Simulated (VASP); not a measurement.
# F (P4/mmm) in VASP: single point with LDA

Aim: the single point of F with LDA.

Everything below comes from runs of VASP 6.6.1. Logs are shortened: lines on timing, memory, paths and dates and some standing lists are left out, and cuts for length are marked.

**1. The cell of the first run**

It takes space group P4/mmm (No. 123, tetragonal). Conventional cell: a = 2.565 Å, b = 2.565 Å, c = 5.172 Å, α = 90.00°, β = 90.00°, γ = 90.00°. Within 3.4 Å of F (site symmetry 4/mmm) lie 4 F at 2.57 Å.

**2. Single point, LDA**

INCAR

```
ALGO = Normal
EDIFF = 1E-7
ENCUT = 520
GGA = CA
ISIF = 2
ISMEAR = 1
LASPH = T
LCHARG = F
LREAL = F
LWAVE = F
NBANDS = 14
NELM = 80
PREC = Accurate
SIGMA = 0.1
```

KPOINTS

```
k-points
0
Gamma
  5 5 4
```

POSCAR

```
F
1.0
    3.6275200000      0.0000000000      0.0000000000
    0.0000000000      3.6275200000      0.0000000000
    0.0000000000      0.0000000000      5.1721960000
F
2
Direct
    0.5000000000      0.5000000000      0.0000000000
    0.0000000000      0.0000000000      0.0000000000
```

Potentials or basis: VASP PAW LDA potentials, release 64 (F).

The run is started by

```
$ cat potpaw_LDA.64/F/POTCAR > POTCAR
$ mpirun -np 1 vasp_std > vasp.out
```

OUTCAR:

```text
EDIFF = 1E-7
   ENCUT = 520
   GGA = CA
   ISIF = 2
   ISMEAR = 1
   LASPH = T
   LREAL = F
   NELM = 80
   PREC = Accurate

 ion  position               nearest neighbor table
   1  0.500  0.500  0.000-
   2  0.000  0.000  0.000-

  LATTYP: Found a simple tetragonal cell.
 ALAT       =     3.6275200000
 C/A-ratio  =     1.4258214979

  Lattice vectors:

 A1 = (   3.6275200000,   0.0000000000,   0.0000000000)
 A2 = (   0.0000000000,   3.6275200000,   0.0000000000)
 A3 = (   0.0000000000,   0.0000000000,   5.1721960000)

Analysis of symmetry for initial positions (statically):
=====================================================================
 Subroutine PRICEL returns following result:

  LATTYP: Found a simple tetragonal cell.
 ALAT       =     2.5650439909
 C/A-ratio  =     2.0164160998

  Lattice vectors:

 A1 = (   1.8137600000,  -1.8137600000,   0.0000000000)
 A2 = (   1.8137600000,   1.8137600000,   0.0000000000)
 A3 = (   0.0000000000,   0.0000000000,   5.1721960000)

   2 primitive cells build up your supercell.

 Routine SETGRP: Setting up the symmetry group for a
 simple tetragonal supercell.

 Subroutine GETGRP returns: Found 16 space group operations
 (whereof 16 operations were pure point group operations)
 out of a pool of 16 trial point group operations.

The static configuration has the point symmetry D_4h.

Analysis of symmetry for dynamics (positions and initial velocities):
=====================================================================
 Subroutine PRICEL returns following result:

  LATTYP: Found a simple tetragonal cell.
 ALAT       =     2.5650439909
 C/A-ratio  =     2.0164160998

  Lattice vectors:

 A1 = (   1.8137600000,  -1.8137600000,   0.0000000000)
 A2 = (   1.8137600000,   1.8137600000,   0.0000000000)
 A3 = (   0.0000000000,   0.0000000000,   5.1721960000)

   2 primitive cells build up your supercell.

 Routine SETGRP: Setting up the symmetry group for a
 simple tetragonal supercell.

 Subroutine GETGRP returns: Found 16 space group operations
 (whereof 16 operations were pure point group operations)
 out of a pool of 16 trial point group operations.

The dynamic configuration has the point symmetry D_4h.

 Subroutine INISYM returns: Found 16 space group operations
 (whereof 16 operations are pure point group operations),
 and found     2 'primitive' translations

----------------------------------------------------------------------------------------

                                     Primitive cell

  volume of cell :      34.0302

  direct lattice vectors                    reciprocal lattice vectors
     1.813760000 -1.813760000  0.000000000     0.275670430 -0.275670430  0.000000000
     1.813760000  1.813760000  0.000000000     0.275670430  0.275670430  0.000000000
     0.000000000  0.000000000  5.172196000     0.000000000  0.000000000  0.193341474

  length of vectors
     2.565043991  2.565043991  5.172196000     0.389856862  0.389856862  0.193341474

  position of ions in fractional coordinates (direct lattice)
     0.000000000  0.000000000  0.000000000

  ion indices of the primitive-cell ions
   primitive index   ion index
                 1           1

----------------------------------------------------------------------------------------

 KPOINTS: k-points

Automatic generation of k-mesh.
 Grid dimensions read from file:
 generate k-points for:    5    5    4

 Generating k-lattice:

  Cartesian coordinates                     Fractional coordinates (reciprocal lattice)
     0.055134086  0.000000000  0.000000000     0.200000000  0.000000000  0.000000000
     0.000000000  0.055134086  0.000000000     0.000000000  0.200000000  0.000000000
     0.000000000  0.000000000  0.048335369     0.000000000  0.000000000  0.250000000

  Length of vectors
     0.055134086  0.055134086  0.048335369

  Shift w.r.t. Gamma in fractional coordinates (k-lattice)
     0.000000000  0.000000000  0.000000000

 Subroutine IBZKPT returns following result:
 ===========================================

 Found     18 irreducible k-points:

 Following reciprocal coordinates:
            Coordinates               Weight
  0.000000  0.000000  0.000000      1.000000
  0.200000  0.000000  0.000000      4.000000
  0.400000  0.000000  0.000000      4.000000
  0.200000  0.200000  0.000000      4.000000
  0.400000  0.200000  0.000000      8.000000
  0.400000  0.400000  0.000000      4.000000
[... 10 lines left out ...]
  0.400000  0.200000  0.500000      8.000000
  0.400000  0.400000  0.500000      4.000000
   k-points           NKPTS =     18   k-points in BZ     NKDIM =     18   number of bands    NBANDS=     14
   number of dos      NEDOS =    301   number of ions     NIONS =      2
   total plane-waves  NPLWV =  31360
   dimension x,y,z NGX =    28 NGY =   28 NGZ =   40
   dimension x,y,z NGXF=    56 NGYF=   56 NGZF=   80
   ions per type =               2
   NGX,Y,Z   is equivalent  to a cutoff of  12.83, 12.83, 12.86 a.u.
   NGXF,Y,Z  is equivalent  to a cutoff of  25.66, 25.66, 25.71 a.u.
 SYSTEM =  unknown system
   PREC   = accura    normal or accurate (medium, high low for compatibility)
   ISTART =      0    job   : 0-new  1-cont  2-samecut
   ICHARG =      2    charge: 1-file 2-atom 10-const
   ISPIN  =      1    spin polarized calculation?
   LNONCOLLINEAR =      F non collinear calculations
   LSORBIT =      F    spin-orbit coupling
   LASPH  =      T    aspherical Exc in radial PAW
   ENCUT  =  520.0 eV  38.22 Ry    6.18 a.u.   6.74  6.74  9.62*2*pi/ulx,y,z
   NELM   =     80;   NELMIN=  2; NELMDL= -5     # of ELM steps
   EDIFF  = 0.1E-06   stopping-criterion for ELM
   LREAL  =      F    real-space projection
   EDIFFG = 0.1E-05   stopping-criterion for IOM
   NSW    =      0    number of steps for IOM
   IBRION =     -1    ionic relax: 0-MD 1-quasi-New 2-CG
   NFREE  =      0    steps in history (QN), initial steepest desc. (CG)
   ISIF   =      2    stress and relaxation
   ISYM   =      2    0-nonsym 1-usesym 2-fastsym
   POTIM  = 0.5000    time-step for ionic-motion
   TEBEG  =    0.0;   TEEND  =   0.0 temperature during run
   PSTRESS=    0.0 pullay stress
   NELECT =      14.0000    total number of electrons
   NUPDOWN=      -1.0000    fix difference up-down
   EMIN   =  10.00;   EMAX   =-10.00  energy-range for DOS
   EFERMI =   0.00;   METHOD = LEGACY
   ISMEAR =     1;   SIGMA  =   0.10  broadening in eV -4-tet -1-fermi 0-gaus
   EFERMI_NEDOS =   21; number of points for ismear=-14 and -15
   IALGO  =     38    algorithm
   IMIX   =      4    mixing-type and parameters
     AMIX     =   0.40;   BMIX     =  1.00
     AMIX_MAG =   1.60;   BMIX_MAG =  1.00
  volume/ion in A,a.u.               =      34.03       229.65
  Fermi-wavevector in a.u.,A,eV,Ry     =   0.966390  1.826213 12.706624  0.933911
  Thomas-Fermi vector in A             =   2.096188
   LORBIT       =      0    0 simple, 1 ext, 2 COOP (PROOUT), +10 PAW based schemes
   GGA     = CA    functional components
   LHFCALC =     F    Hartree Fock is set to
   AEXX    =    0.0000 exact exchange contribution
   IVDW    =     0    specifies the selected vdW correction
   LEPSILON=     F    determine dielectric tensor
   LRPA    =     F    only Hartree local field effects (RPA)
 non-spin polarized calculation
 Methfessel and Paxton  Order N= 1 SIGMA  =   0.10
  energy-cutoff  :      520.00
  volume of cell :       68.06
 maximum number of plane-waves:      1875
 NGX is ok and might be reduce to    28
   NGX = 13   NGY = 13   NGZ = 19

 number of electron      14.0000008 magnetization

 Free energy of the ion-electron system (eV)
  ---------------------------------------------------
  ext. energy  EPLUGINS =         0.00000000
  ---------------------------------------------------
  free energy    TOTEN  =        -1.58544235 eV

  energy without entropy =       -1.58205178  energy(sigma->0) =       -1.58431216

 E-fermi :  -9.2354     XC(G=0):  -5.1744

 val. band max:       -9.2427539924   @ k =   0.2000   0.0000   0.0000
 cond. band min:      -9.1824625607   @ k =   0.0000   0.0000   0.5000
 fundamental gap:      0.0602914317
 Fermi energy:        -9.2354288237

 k-point     1 :       0.0000    0.0000    0.0000
  band No.  band energies     occupation
      1     -28.5625      2.00000
      2     -27.8050      2.00000
      3     -10.6385      2.00000
      4     -10.6385      2.00000
      5      -9.9353      2.00000
      6      -9.1787      0.19025
      7      -9.1132     -0.07091
      8      -9.1132     -0.07091
      9       0.5118      0.00000
     10       5.8693      0.00000
     11       6.8600      0.00000
     12       8.2525      0.00000
     13      11.8018      0.00000
     14      11.8018      0.00000

 k-point     2 :       0.2000    0.0000    0.0000
  band No.  band energies     occupation
      1     -28.4891      2.00000
      2     -27.8757      2.00000
      3     -10.5652      2.00000
      4     -10.5029      2.00000
      5      -9.8560      2.00000
      6      -9.3471      2.06675
      7      -9.2700      1.54790
      8      -9.2428      1.12361
      9       1.0241      0.00000
     10       6.1630      0.00000
     11       7.1958      0.00000
     12       7.3898      0.00000
     13      10.2023      0.00000
     14      11.1289      0.00000

 k-point     3 :       0.4000    0.0000    0.0000
  band No.  band energies     occupation
      1     -28.2979      2.00000
      2     -28.0633      2.00000
      3     -10.3089      2.00000
      4     -10.1387      2.00000
      5      -9.8525      2.00000
      6      -9.6684      2.00000
      7      -9.6545      2.00000
      8      -9.4196      2.02579
      9       2.4610      0.00000
     10       4.6476      0.00000
     11       7.0786      0.00000
     12       8.7073      0.00000
     13       8.7291      0.00000
     14       9.9940      0.00000

 k-point     4 :       0.2000    0.2000    0.0000
  band No.  band energies     occupation
      1     -28.4274      2.00000
      2     -27.9305      2.00000
      3     -10.8201      2.00000
      4     -10.0768      2.00000
      5      -9.8697      2.00000
      6      -9.7886      2.00000
      7      -9.2915      1.80352
      8      -9.0500     -0.02488
      9       1.5154      0.00000
     10       6.4500      0.00000
     11       7.2800      0.00000
     12       7.8885      0.00000
     13       8.4975      0.00000
     14      10.7532      0.00000

 k-point     5 :       0.4000    0.2000    0.0000
  band No.  band energies     occupation
      1     -28.2687      2.00000
      2     -28.0786      2.00000
      3     -10.8097      2.00000
      4     -10.4567      2.00000
      5      -9.6202      2.00000
      6      -9.5791      2.00001
      7      -9.4298      2.01912
      8      -9.1803      0.20596
      9       2.9217      0.00000
     10       5.0943      0.00000
     11       7.3403      0.00000
[... 174 lines left out ...]
 k-point    16 :       0.2000    0.2000    0.5000
  band No.  band energies     occupation
      1     -28.4273      2.00000
      2     -27.9304      2.00000
      3     -10.8189      2.00000
      4     -10.0762      2.00000
      5      -9.8681      2.00000
      6      -9.8098      2.00000
      7      -9.2972      1.85555
      8      -9.0500     -0.02484
      9       2.6119      0.00000
     10       3.6057      0.00000
     11       8.1918      0.00000
     12       8.3039      0.00000
     13       9.0814      0.00000
     14      11.1905      0.00000

 k-point    17 :       0.4000    0.2000    0.5000
  band No.  band energies     occupation
      1     -28.2688      2.00000
      2     -28.0785      2.00000
      3     -10.8080      2.00000
      4     -10.4547      2.00000
      5      -9.6348      2.00000
      6      -9.5786      2.00001
      7      -9.4384      2.01452
      8      -9.1800      0.20318
      9       3.7821      0.00000
     10       5.0303      0.00000
     11       5.7673      0.00000
     12       6.9538      0.00000
     13       9.9500      0.00000
     14      11.1696      0.00000

 k-point    18 :       0.4000    0.4000    0.5000
  band No.  band energies     occupation
      1     -28.1987      2.00000
      2     -28.1260      2.00000
      3     -11.0975      2.00000
      4     -10.9670      2.00000
      5      -9.5529      2.00007
      6      -9.4776      2.00326
      7      -9.1040     -0.06875
      8      -8.9461     -0.00034
      9       4.9319      0.00000
     10       6.3339      0.00000
     11       6.4890      0.00000
     12       7.5514      0.00000
     13       7.7202      0.00000
     14       9.1046      0.00000

------------------------ aborting loop because EDIFF is reached ----------------------------------------

  FORCE on cell =-STRESS in cart. coord.  units (eV):
  Direction    XX          YY          ZZ          XY          YZ          ZX
  --------------------------------------------------------------------------------------
  -------------------------------------------------------------------------------------
  Total       -3.6811719     -3.6811719     -0.1052626      0.0000000     -0.0000000      0.0000000
  in kB      -86.6566866    -86.6566866     -2.4779353      0.0000000     -0.0000000      0.0000000
  external PRESSURE =     -58.5971029 kB  Pullay stress =       0.0000000 kB

 VOLUME and BASIS-vectors are now :
 -----------------------------------------------------------------------------
  energy-cutoff  :      520.00
  volume of cell :       68.06
      direct lattice vectors                 reciprocal lattice vectors
     3.627520000  0.000000000  0.000000000     0.275670430  0.000000000  0.000000000
     0.000000000  3.627520000  0.000000000     0.000000000  0.275670430  0.000000000
     0.000000000  0.000000000  5.172196000     0.000000000  0.000000000  0.193341474

 POSITION                                       TOTAL-FORCE (eV/Angst)
 -----------------------------------------------------------------------------------
      1.81376      1.81376      0.00000        -0.000000     -0.000000     -0.000000
      0.00000      0.00000      0.00000         0.000000      0.000000      0.000000
 -----------------------------------------------------------------------------------
    total drift:                                0.000000      0.000000     -0.000000

  FREE ENERGIE OF THE ION-ELECTRON SYSTEM (eV)
  ---------------------------------------------------
  free  energy   TOTEN  =        -1.5854423507 eV

  energy  without entropy=       -1.5820517789  energy(sigma->0) =       -1.58431216
```

Run time: 9.9 s. Hardware: 1 thread of AMD EPYC 7R13 (Zen 3), shared host; peak memory 0.11 GiB.

Results:

| Item | Value |
| --- | --- |
| Free energy | -1.5854 eV |
| Pressure | -5.9 GPa |
| Band gap on the k mesh | zero (bands 7 and 8 overlap by 0.32 eV) |

Levels at points of the mesh, in eV from the Fermi level:
```tsv
k point	band 4	band 5	band 6	band 7	band 8	band 9	band 10	band 11
(0.00, 0.00, 0.00)	-1.40	-0.70	0.06	0.12	0.12	9.75	15.10	16.10
(0.00, 0.00, 0.50)	-1.40	-0.73	0.05	0.12	0.12	11.08	11.76	17.80
```

Caveat: the cell stands under tension.
